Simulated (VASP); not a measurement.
Pt: single point with r2SCAN

Crystal: Pt.

```xyz
2
Lattice="1.9701 1.9701 0.0000 -1.9701 1.9701 0.0000 0.0000 0.0000 3.9008" Properties=species:S:1:pos:R:3 pbc="T T T"
Pt    0.0000    0.0000    0.0000
Pt    0.0000    1.9701    1.9504
```

This cell differs from its parent crystal: strain along c alone, the other axes held: -1.0 %.

```
Program                : VASP 6.6.1
Task                   : single point
Functional             : r2SCAN
Potentials or basis    : VASP PAW PBE potentials, release 64 (Pt)
Cutoff                 : 520 eV
k mesh                 : 18 × 18 × 14
Occupations            : gaussian, width 0.1 eV
Spin                   : no spin polarisation
Dipole correction      : no
Further INCAR settings : ALGO = Normal; EDIFF = 1e-07; NBANDS = 17
```

```
Pressure               : 3.5 GPa
Band gap on the k mesh : zero (band 10 reaches 11.51 eV, above the bottom of band 11 at 9.71 eV)
```

Stress tensor (GPa, compression positive):
```
3.22 0.00 0.00
0.00 3.22 0.00
0.00 0.00 4.09
```

Levels at points of the mesh, in eV from the Fermi level:
```csv
k point,band 8,band 9,band 10,band 11,band 12,band 13
"(0.00, 0.00, 0.00)",-1.67,-0.06,0.53,0.53,2.10,9.49
"(0.50, 0.00, 0.00)",-2.69,-1.79,-1.79,1.90,1.90,11.50
"(0.50, 0.50, 0.00)",0.47,0.57,0.57,1.90,1.90,9.22
"(0.00, 0.00, 0.50)",-2.21,-2.21,-2.21,-0.98,-0.98,17.93
"(0.50, 0.00, 0.50)",-0.28,0.00,0.00,0.06,0.06,6.14
"(0.50, 0.50, 0.50)",-2.08,0.47,0.47,7.40,7.40,8.72
```

Wall time 5.5 min on 1 thread of Intel Xeon 6975P-C (shared host), peak memory 0.31 GiB.

Caveat: the cell differs from its parent crystal (strain along c alone, the other axes held: -1.0 %); the PAW data sets were made with another functional, which shifts forces and pressure a little; spin-orbit coupling is left out, which moves the levels of the heavy elements.
